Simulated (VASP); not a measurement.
Wanted: the native input for a VASP 6.6.1 run.

| Property | Result |
| --- | --- |
| Task | single point |
| Functional | r2SCAN |
| Potentials or basis | VASP PAW PBE potentials, release 64 (Pt) |
| Cutoff | 520 eV |
| k mesh | 18 × 18 × 18 |
| Occupations | gaussian, width 0.1 eV |
| Spin | no spin polarisation |
| Dipole correction | no |
| Further INCAR settings | ALGO = Normal; EDIFF = 1e-06; NBANDS = 11 |

The system is Pt.

```xyz
1
Lattice="0.0000 1.9851 1.9851 1.9851 0.0000 1.9851 1.9851 1.9851 0.0000" Properties=species:S:1:pos:R:3 pbc="T T T"
Pt    0.0000    0.0000    0.0000
```

The input as run:

POSCAR

```
Pt
1.0
    0.0000000000      1.9850569802      1.9850569802
    1.9850569802      0.0000000000      1.9850569802
    1.9850569802      1.9850569802      0.0000000000
Pt
1
Direct
    0.0000000000      0.0000000000      0.0000000000
```

INCAR.step1

```
PREC     = Accurate       # precision mode
ENCUT    = 520            # plane-wave cutoff, eV
ISMEAR   = 0              # smearing method
SIGMA    = 0.1            # smearing width, eV
LREAL    = F              # projectors in reciprocal space
LASPH    = T              # aspherical terms in the spheres
NELM     = 100            # most SCF steps
NBANDS   = 11             # bands
GGA      = PE             # functional
ALGO     = Normal         # electronic algorithm
EDIFF    = 1E-4           # SCF threshold, eV
LWAVE    = T              # write WAVECAR
LCHARG   = F              # write CHGCAR
```

INCAR.step2

```
PREC     = Accurate       # precision mode
ENCUT    = 520            # plane-wave cutoff, eV
EDIFF    = 1E-6           # SCF threshold, eV
ISMEAR   = 0              # smearing method
SIGMA    = 0.1            # smearing width, eV
LREAL    = F              # projectors in reciprocal space
LASPH    = T              # aspherical terms in the spheres
NELM     = 100            # most SCF steps
ALGO     = Normal         # electronic algorithm
ISIF     = 2              # what is computed and relaxed
LWAVE    = F              # write WAVECAR
LCHARG   = F              # write CHGCAR
METAGGA  = R2SCAN         # meta-GGA
LMIXTAU  = T            
NBANDS   = 11             # bands
ISTART   = 1
```

KPOINTS

```
regular mesh
0
Gamma
  18 18 18
```

Potentials or basis: VASP PAW PBE potentials, release 64 (Pt).

The run is started by

```sh
$ cat potpaw_PBE.64/Pt/POTCAR > POTCAR
$ cp INCAR.step1 INCAR
$ mpirun -np 1 vasp_std > vasp.out
$ cp INCAR.step2 INCAR
$ mpirun -np 1 vasp_std > vasp.out
```

Results of the run:

```yaml
Pressure: -5.2 GPa
Band_gap_on_the_k_mesh: zero (band 5 reaches 10.81 eV, above the bottom of band 6 at 8.58 eV)
```

Caveat: the PAW data sets were made with another functional, which shifts forces and pressure a little; spin-orbit coupling is left out, which moves the levels of the heavy elements.

Wall time 100 s on 1 thread of AMD EPYC 9R14 (Zen 4), on a shared host, peak memory 0.14 GiB.
